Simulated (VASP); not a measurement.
# Al2Cu (Khatyrkite) (I4/mcm) in VASP: a series of runs, part 2 of 2

VASP 6.6.1.

### Step 3. Single point, PBEsol (volume scaled by 1.02)

File INCAR:

```
ALGO     = Normal         # electronic algorithm
EDIFF    = 1E-6           # SCF threshold, eV
ENCUT    = 520            # plane-wave cutoff, eV
GGA      = PS             # functional
ISIF     = 2              # what is computed and relaxed
ISMEAR   = -1             # smearing method
LASPH    = T              # aspherical terms in the spheres
LCHARG   = T              # write CHGCAR
LELF     = T              # ELF
LREAL    = F              # projectors in reciprocal space
LVHAR    = T            
LWAVE    = F              # write WAVECAR
NBANDS   = 26             # bands
NELM     = 60             # most SCF steps
PREC     = Accurate       # precision mode
SIGMA    = 0.05           # smearing width, eV
```

File KPOINTS:

```
k-points
0
Gamma
  7 7 7
```

File POSCAR:

```
Al2Cu
1.0
   -3.0535899895      3.0535899895      2.4546494773
    3.0535899895     -3.0535899895      2.4546494773
    3.0535899895      3.0535899895     -2.4546494773
Cu Al
2 4
Direct
    0.2500000000      0.2500000000      0.0000000000
    0.7500000000      0.7500000000      0.0000000000
    0.3419000000      0.1581000000      0.5000000000
    0.8419000000      0.3419000000      0.1838000000
    0.6581000000      0.8419000000      0.5000000000
    0.1581000000      0.6581000000      0.8162000000
```

Potentials or basis: VASP PAW PBE potentials, release 64 (Cu, Al).

Run with:

```console
cat potpaw_PBE.64/Cu/POTCAR potpaw_PBE.64/Al/POTCAR > POTCAR
mpirun -np 1 vasp_std > vasp.out
```

OUTCAR:

```text
EDIFF = 1E-6
   ENCUT = 520
   GGA = PS
   ISIF = 2
   ISMEAR = -1
   LASPH = T
   LREAL = F
   NELM = 60
   PREC = Accurate

 ion  position               nearest neighbor table
   1  0.250  0.250  0.000-   2 2.45   2 2.45   6 2.61   4 2.61   6 2.61   4 2.61   3 2.61   5 2.61
                             5 2.61   3 2.61
   2  0.750  0.750  0.000-   1 2.45   1 2.45   6 2.61   4 2.61   6 2.61   4 2.61   5 2.61   3 2.61
                             5 2.61   3 2.61
   3  0.342  0.158  0.500-   2 2.61   1 2.61   1 2.61   2 2.61   5 2.73   5 2.92   5 2.92   6 3.12
                             4 3.12   6 3.12   4 3.12   6 3.25   4 3.25   4 3.25   6 3.25
   4  0.842  0.342  0.184-   1 2.61   2 2.61   2 2.61   1 2.61   6 2.73   6 2.92   6 2.92   3 3.12
                             5 3.12   3 3.12   5 3.12   3 3.25   5 3.25   3 3.25   5 3.25
   5  0.658  0.842  0.500-   1 2.61   2 2.61   2 2.61   1 2.61   3 2.73   3 2.92   3 2.92   6 3.12
                             4 3.12   6 3.12   4 3.12   6 3.25   4 3.25   6 3.25   4 3.25
   6  0.158  0.658  0.816-   1 2.61   2 2.61   2 2.61   1 2.61   4 2.73   4 2.92   4 2.92   3 3.12
                             5 3.12   5 3.12   3 3.12   3 3.25   5 3.25   3 3.25   5 3.25

  LATTYP: Found a body centered tetragonal cell.
 ALAT       =     6.1071799790
 C/A-ratio  =     0.8038569309

  Lattice vectors:

 A1 = (  -3.0535899895,   3.0535899895,   2.4546494773)
 A2 = (   3.0535899895,  -3.0535899895,   2.4546494773)
 A3 = (   3.0535899895,   3.0535899895,  -2.4546494773)

Analysis of symmetry for initial positions (statically):
=====================================================================
 Subroutine PRICEL returns:
 Original cell was already a primitive cell.

 Routine SETGRP: Setting up the symmetry group for a
 body centered tetragonal supercell.

 Subroutine GETGRP returns: Found 16 space group operations
 (whereof  8 operations were pure point group operations)
 out of a pool of 16 trial point group operations.

The static configuration has the point symmetry C_4h.
 The point group associated with its full space group is D_4h.

Analysis of symmetry for dynamics (positions and initial velocities):
=====================================================================
 Subroutine PRICEL returns:
 Original cell was already a primitive cell.

 Routine SETGRP: Setting up the symmetry group for a
 body centered tetragonal supercell.

 Subroutine GETGRP returns: Found 16 space group operations
 (whereof  8 operations were pure point group operations)
 out of a pool of 16 trial point group operations.

The dynamic configuration has the point symmetry C_4h.
 The point group associated with its full space group is D_4h.

 Subroutine INISYM returns: Found 16 space group operations
 (whereof  8 operations are pure point group operations),
 and found     1 'primitive' translations

----------------------------------------------------------------------------------------

                                     Primitive cell

  volume of cell :      91.5527

  direct lattice vectors                    reciprocal lattice vectors
    -3.053589989  3.053589989  2.454649477     0.000000000  0.163741695  0.203695071
     3.053589989 -3.053589989  2.454649477     0.163741695  0.000000000  0.203695071
     3.053589989  3.053589989 -2.454649477     0.163741695  0.163741695  0.000000000

  length of vectors
     4.967305880  4.967305880  4.967305880     0.261348474  0.261348474  0.231565725

[... 45 lines left out ...]
  0.000000  0.000000  0.000000      1.000000
  0.142857  0.000000  0.000000      8.000000
  0.285714 -0.000000  0.000000      8.000000
  0.428571  0.000000 -0.000000      8.000000
  0.142857  0.142857 -0.000000      8.000000
  0.285714  0.142857  0.000000     16.000000
[... 16 lines left out ...]
 -0.142857  0.285714  0.142857      8.000000
 -0.428571  0.428571  0.142857      8.000000
 [... further k-points ...]
   k-points           NKPTS =     40   k-points in BZ     NKDIM =     40   number of bands    NBANDS=     26
   number of dos      NEDOS =    301   number of ions     NIONS =      6
   total plane-waves  NPLWV =  64000
   dimension x,y,z NGX =    40 NGY =   40 NGZ =   40
   dimension x,y,z NGXF=    80 NGYF=   80 NGZF=   80
   ions per type =               2   4
   NGX,Y,Z   is equivalent  to a cutoff of  13.39, 13.39, 13.39 a.u.
   NGXF,Y,Z  is equivalent  to a cutoff of  26.77, 26.77, 26.77 a.u.
 SYSTEM =  unknown system
   PREC   = accura    normal or accurate (medium, high low for compatibility)
   ISTART =      0    job   : 0-new  1-cont  2-samecut
   ICHARG =      2    charge: 1-file 2-atom 10-const
   ISPIN  =      1    spin polarized calculation?
   LNONCOLLINEAR =      F non collinear calculations
   LSORBIT =      F    spin-orbit coupling
   LASPH  =      T    aspherical Exc in radial PAW
   ENCUT  =  520.0 eV  38.22 Ry    6.18 a.u.   9.24  9.24  9.24*2*pi/ulx,y,z
   NELM   =     60;   NELMIN=  2; NELMDL= -5     # of ELM steps
   EDIFF  = 0.1E-05   stopping-criterion for ELM
   LREAL  =      F    real-space projection
   EDIFFG = 0.1E-04   stopping-criterion for IOM
   NSW    =      0    number of steps for IOM
   IBRION =     -1    ionic relax: 0-MD 1-quasi-New 2-CG
   NFREE  =      0    steps in history (QN), initial steepest desc. (CG)
   ISIF   =      2    stress and relaxation
   ISYM   =      2    0-nonsym 1-usesym 2-fastsym
   POTIM  = 0.5000    time-step for ionic-motion
   TEBEG  =    0.0;   TEEND  =   0.0 temperature during run
   PSTRESS=    0.0 pullay stress
   NELECT =      34.0000    total number of electrons
   NUPDOWN=      -1.0000    fix difference up-down
   EMIN   =  10.00;   EMAX   =-10.00  energy-range for DOS
   EFERMI =   0.00;   METHOD = LEGACY
   ISMEAR =    -1;   SIGMA  =   0.05  broadening in eV -4-tet -1-fermi 0-gaus
   EFERMI_NEDOS =   21; number of points for ismear=-14 and -15
   IALGO  =     38    algorithm
   IMIX   =      4    mixing-type and parameters
     AMIX     =   0.40;   BMIX     =  1.00
     AMIX_MAG =   1.60;   BMIX_MAG =  1.00
  volume/ion in A,a.u.               =      15.26       102.97
  Fermi-wavevector in a.u.,A,eV,Ry     =   1.176732  2.223701 18.839957  1.384698
  Thomas-Fermi vector in A             =   2.313091
   LORBIT       =      0    0 simple, 1 ext, 2 COOP (PROOUT), +10 PAW based schemes
   GGA     = PS    functional components
   LHFCALC =     F    Hartree Fock is set to
   AEXX    =    0.0000 exact exchange contribution
   IVDW    =     0    specifies the selected vdW correction
   LEPSILON=     F    determine dielectric tensor
   LRPA    =     F    only Hartree local field effects (RPA)
 non-spin polarized calculation
  energy-cutoff  :      520.00
  volume of cell :       91.55
 maximum number of plane-waves:      2493
 NGX is ok and might be reduce to    40
   NGX = 19   NGY = 19   NGZ = 19

 number of electron      33.9999985 magnetization

 Free energy of the ion-electron system (eV)
  ---------------------------------------------------
  ext. energy  EPLUGINS =         0.00000000
  ---------------------------------------------------
  free energy    TOTEN  =       -25.94437737 eV

  energy without entropy =      -25.93470882  energy(sigma->0) =      -25.93954310

 E-fermi :   7.7009     XC(G=0): -10.8487

 val. band max:        7.6971500378   @ k =   0.0000   0.0000   0.0000
 cond. band min:       7.7012155756   @ k =  -0.2857  -0.4286   0.2857
 fundamental gap:      0.0040655378
 Fermi energy:         7.7008747004

 k-point     1 :       0.0000    0.0000    0.0000
  band No.  band energies     occupation
      1      -2.9522      2.00000
      2       2.4274      2.00000
      3       2.6430      2.00000
      4       2.6430      2.00000
      5       2.6575      2.00000
      6       3.5239      2.00000
[... 685 lines left out ...]
     25      13.5071      0.00000
     26      13.7248      0.00000

 [... further k-points ...]
[... 5 lines left out ...]
  --------------------------------------------------------------------------------------
  -------------------------------------------------------------------------------------
  Total       -2.8850499     -2.8850499     -2.7947482      0.0000000      0.0000000      0.0000000
  in kB      -50.4885610    -50.4885610    -48.9082759      0.0000000      0.0000000      0.0000000
  external PRESSURE =     -49.9617993 kB  Pullay stress =       0.0000000 kB

 VOLUME and BASIS-vectors are now :
 -----------------------------------------------------------------------------
  energy-cutoff  :      520.00
  volume of cell :       91.55
      direct lattice vectors                 reciprocal lattice vectors
    -3.053589989  3.053589989  2.454649477     0.000000000  0.163741695  0.203695071
     3.053589989 -3.053589989  2.454649477     0.163741695  0.000000000  0.203695071
     3.053589989  3.053589989 -2.454649477     0.163741695  0.163741695  0.000000000

 POSITION                                       TOTAL-FORCE (eV/Angst)
 -----------------------------------------------------------------------------------
      0.00000      0.00000      1.22732         0.000000      0.000000      0.000000
      0.00000      0.00000      3.68197         0.000000      0.000000      0.000000
      0.96555      2.08804      0.00000         0.052409     -0.052409      0.000000
     -0.96555      2.08804      2.45465        -0.052409     -0.052409      0.000000
      2.08804      0.96555      2.45465        -0.052409      0.052409      0.000000
      4.01914      0.96555     -0.00000         0.052409      0.052409     -0.000000
 -----------------------------------------------------------------------------------
    total drift:                               -0.000000     -0.000000      0.000000

  FREE ENERGIE OF THE ION-ELECTRON SYSTEM (eV)
  ---------------------------------------------------
  free  energy   TOTEN  =       -25.9443773691 eV

  energy  without entropy=      -25.9347088215  energy(sigma->0) =      -25.93954310
```

It took 1.9 min on 1 thread of Intel Xeon Platinum 8559C (Emerald Rapids), shared host; peak memory 0.26 GiB.

What came out:

```yaml
Free_energy: -25.9444 eV
Pressure: -5.0 GPa
Largest_force: 0.074 eV/Å
Band_gap_on_the_k_mesh: zero (band 17 reaches 9.69 eV, above the bottom of band 18 at 6.03 eV)
```

Forces on the atoms (eV/Å):
```
Cu   0.000  0.000  0.000
Cu   0.000  0.000  0.000
Al   0.052 -0.052  0.000
Al  -0.052 -0.052  0.000
Al  -0.052  0.052  0.000
Al   0.052  0.052  0.000
```

Stress tensor (GPa, compression positive):
```
-5.05  0.00  0.00
 0.00 -5.05  0.00
 0.00  0.00 -4.89
```

Caveat: the PAW data sets were made with another functional, which shifts forces and pressure a little.

### Step 4. Single point, PBEsol (volume scaled by 1.04)

File INCAR:

```
SYSTEM = Al2Cu
PREC = Accurate ; ENCUT = 520
EDIFF = 1E-6 ; ISMEAR = -1
SIGMA = 0.05 ; LREAL = .False.
LASPH = .True. ; NELM = 80
ALGO = Normal ; ISIF = 2
LWAVE = .False. ; LCHARG = .False.
GGA = PS ; NBANDS = 26
```

File KPOINTS:

```
Automatic mesh
0
Gamma
  7 7 7
  0 0 0
```

Changes to POSCAR since step 3:

```diff
@@ -2,5 +2,5 @@
 1.0
-   -3.0535899895      3.0535899895      2.4546494773
-    3.0535899895     -3.0535899895      2.4546494773
-    3.0535899895      3.0535899895     -2.4546494773
+   -3.0734190515      3.0734190515      2.4705892062
+    3.0734190515     -3.0734190515      2.4705892062
+    3.0734190515      3.0734190515     -2.4705892062
 Cu Al
```

Run with:

```console
cat potpaw_PBE.64/Cu/POTCAR potpaw_PBE.64/Al/POTCAR > POTCAR
mpirun -np 1 vasp_std > vasp.out
```

It took 2.2 min on 1 thread of Intel Xeon Platinum 8559C (Emerald Rapids), shared host; peak memory 0.27 GiB.

The run converged. Its results:

```yaml
Free_energy: -25.8796 eV
Pressure: -6.6 GPa
Largest_force: 0.082 eV/Å
Band_gap_on_the_k_mesh: zero (band 17 reaches 9.47 eV, above the bottom of band 18 at 5.85 eV)
```

Forces on the atoms (eV/Å):
```
Cu   0.000  0.000  0.000
Cu   0.000  0.000  0.000
Al   0.058 -0.058  0.000
Al  -0.058 -0.058  0.000
Al  -0.058  0.058  0.000
Al   0.058  0.058  0.000
```

Stress tensor (GPa, compression positive):
```
-6.62  0.00  0.00
 0.00 -6.62  0.00
 0.00  0.00 -6.53
```

Levels at points of the mesh, in eV from the Fermi level:
```csv
k point,band 15,band 16,band 17,band 18,band 19,band 20
"(0.00, 0.00, 0.00)",-1.33,-1.17,-1.17,-0.86,-0.57,0.02
```

Caveat: the PAW data sets were made with another functional, which shifts forces and pressure a little.

### Step 5. Single point, PBEsol (volume scaled by 1.06)

File INCAR:

```
PREC = Accurate
ENCUT = 520
EDIFF = 1E-7
ISMEAR = -1
SIGMA = 0.05
LREAL = F
LASPH = T
NELM = 80
ALGO = Fast
ISIF = 2
LWAVE = F
LCHARG = F
GGA = PS
NBANDS = 26
```

File KPOINTS:

```
Automatic mesh
0
Gamma
  7 7 7
```

Changes to POSCAR since step 4:

```diff
@@ -2,5 +2,5 @@
 1.0
-   -3.0734190515      3.0734190515      2.4705892062
-    3.0734190515     -3.0734190515      2.4705892062
-    3.0734190515      3.0734190515     -2.4705892062
+   -3.0929954968      3.0929954968      2.4863258675
+    3.0929954968     -3.0929954968      2.4863258675
+    3.0929954968      3.0929954968     -2.4863258675
 Cu Al
```

Potentials or basis: VASP PAW PBE potentials, release 64 (Cu, Al).

Run with:

```console
cat potpaw_PBE.64/Cu/POTCAR potpaw_PBE.64/Al/POTCAR > POTCAR
mpirun -np 1 vasp_std > vasp.out
```

OUTCAR:

```text
PREC = Accurate
   ENCUT = 520
   EDIFF = 1E-7
   ISMEAR = -1
   LREAL = F
   LASPH = T
   NELM = 80
   ISIF = 2
   GGA = PS

 ion  position               nearest neighbor table
   1  0.250  0.250  0.000-   2 2.49   2 2.49   6 2.64   4 2.64   6 2.64   4 2.64   3 2.64   5 2.64
                             5 2.64   3 2.64
   2  0.750  0.750  0.000-   1 2.49   1 2.49   6 2.64   4 2.64   6 2.64   4 2.64   5 2.64   3 2.64
                             5 2.64   3 2.64
   3  0.342  0.158  0.500-   2 2.64   1 2.64   1 2.64   2 2.64   5 2.77   5 2.96   5 2.96   6 3.16
                             4 3.16   6 3.16   4 3.16   6 3.30   4 3.30   4 3.30   6 3.30
   4  0.842  0.342  0.184-   1 2.64   2 2.64   2 2.64   1 2.64   6 2.77   6 2.96   6 2.96   3 3.16
                             5 3.16   3 3.16   5 3.16   3 3.30   5 3.30   3 3.30   5 3.30
   5  0.658  0.842  0.500-   1 2.64   2 2.64   2 2.64   1 2.64   3 2.77   3 2.96   3 2.96   6 3.16
                             4 3.16   6 3.16   4 3.16   6 3.30   4 3.30   6 3.30   4 3.30
   6  0.158  0.658  0.816-   1 2.64   2 2.64   2 2.64   1 2.64   4 2.77   4 2.96   4 2.96   3 3.16
                             5 3.16   5 3.16   3 3.16   3 3.30   5 3.30   3 3.30   5 3.30

  LATTYP: Found a body centered tetragonal cell.
 ALAT       =     6.1859909936
 C/A-ratio  =     0.8038569310

  Lattice vectors:

[... 192 lines left out ...]
 cond. band min:       7.3256119846   @ k =  -0.2857  -0.2857   0.1429
 fundamental gap:      0.0488767059
 Fermi energy:         7.2835361412

 k-point     1 :       0.0000    0.0000    0.0000
  band No.  band energies     occupation
      1      -3.0938      2.00000
      2       2.1889      2.00000
      3       2.4174      2.00000
      4       2.4174      2.00000
      5       2.4375      2.00000
      6       3.2628      2.00000
[... 685 lines left out ...]
     25      12.9302      0.00000
     26      13.1348      0.00000

 [... further k-points ...]
[... 5 lines left out ...]
  --------------------------------------------------------------------------------------
  -------------------------------------------------------------------------------------
  Total       -4.7666681     -4.7666681     -4.7461966      0.0000000      0.0000000      0.0000000
  in kB      -80.2691897    -80.2691897    -79.9244566      0.0000000      0.0000000      0.0000000
  external PRESSURE =     -80.1542786 kB  Pullay stress =       0.0000000 kB

 VOLUME and BASIS-vectors are now :
 -----------------------------------------------------------------------------
  energy-cutoff  :      520.00
  volume of cell :       95.14
      direct lattice vectors                 reciprocal lattice vectors
    -3.092995497  3.092995497  2.486325868     0.000000000  0.161655586  0.201099947
     3.092995497 -3.092995497  2.486325868     0.161655586  0.000000000  0.201099947
     3.092995497  3.092995497 -2.486325868     0.161655586  0.161655586  0.000000000

 POSITION                                       TOTAL-FORCE (eV/Angst)
 -----------------------------------------------------------------------------------
      0.00000      0.00000      1.24316         0.000000      0.000000     -0.000000
      0.00000      0.00000      3.72949         0.000000      0.000000     -0.000000
      0.97801      2.11499      0.00000         0.063200     -0.063200     -0.000000
     -0.97801      2.11499      2.48633        -0.063200     -0.063200      0.000000
      2.11499      0.97801      2.48633        -0.063200      0.063200     -0.000000
      4.07100      0.97801     -0.00000         0.063200      0.063200     -0.000000
 -----------------------------------------------------------------------------------
    total drift:                               -0.000000     -0.000000      0.000000

  FREE ENERGIE OF THE ION-ELECTRON SYSTEM (eV)
  ---------------------------------------------------
  free  energy   TOTEN  =       -25.7978783873 eV

  energy  without entropy=      -25.7877950637  energy(sigma->0) =      -25.79283673
```

OSZICAR:

```text
N       E                     dE             d eps       ncg     rms          rms(c)
DAV:   1     0.179441212132E+03    0.17944E+03   -0.13556E+04  2080   0.143E+03
DAV:   2    -0.194710897951E+02   -0.19891E+03   -0.18669E+03  2082   0.280E+02
[... 13 lines left out ...]
RMM:  16    -0.257978937355E+02   -0.14103E-04   -0.42810E-05  2652   0.745E-02    0.277E-02
RMM:  17    -0.257978802518E+02    0.13484E-04   -0.19987E-05  2597   0.474E-02    0.100E-02
RMM:  18    -0.257978781170E+02    0.21348E-05   -0.13132E-05  2524   0.308E-02    0.406E-03
RMM:  19    -0.257978785119E+02   -0.39494E-06   -0.44242E-06  2680   0.141E-02    0.360E-03
RMM:  20    -0.257978786135E+02   -0.10158E-06   -0.10955E-06  2336   0.131E-02    0.472E-03
RMM:  21    -0.257978783803E+02    0.23319E-06   -0.11646E-06  2316   0.136E-02    0.582E-04
RMM:  22    -0.257978783873E+02   -0.69394E-08   -0.42029E-07  1899   0.420E-03
   1 F= -.25797878E+02 E0= -.25792837E+02  d E =-.100833E-01
```

Run time: 2.2 min. Hardware: 1 thread of Intel Xeon Platinum 8559C (Emerald Rapids), shared host; peak memory 0.28 GiB.

Results:

* Free energy: -25.7979 eV
* Pressure: -8.0 GPa
* Largest force: 0.089 eV/Å
* Band gap on the k mesh: zero (band 17 reaches 9.26 eV, above the bottom of band 18 at 5.67 eV)

Forces in eV/Å, atoms in the order of the input:
```
Cu   0.000  0.000  0.000
Cu   0.000  0.000  0.000
Al   0.063 -0.063  0.000
Al  -0.063 -0.063  0.000
Al  -0.063  0.063  0.000
Al   0.063  0.063  0.000
```

Caveat: the PAW data sets were made with another functional, which shifts forces and pressure a little.

### Step 6. Overview

| cell | gap on the mesh (eV) | pressure (GPa) | largest force (eV/Å) |
| --- | --- | --- | --- |
| a = 4.935 Å, angles 104.1, 104.1, 120.8°, 6 atoms | none | -3.3 | 0.07 |
| a = 4.967 Å, angles 104.1, 104.1, 120.8°, 6 atoms | none | -5.0 | 0.07 |
| a = 5.000 Å, angles 104.1, 104.1, 120.8°, 6 atoms | none | -6.6 | 0.08 |
| a = 5.031 Å, angles 104.1, 104.1, 120.8°, 6 atoms | none | -8.0 | 0.09 |

Alike in all rows: task single point; level PBEsol; potentials or basis VASP PAW PBE potentials, release 64 (Cu, Al); no spin polarisation; k mesh 7 × 7 × 7; cutoff (eV) 520; smearing fermi-dirac 0.05 eV.

Caveats: the PAW data sets were made with another functional, which shifts forces and pressure a little.

Absolute energies hang on the potentials; compare differences alone.
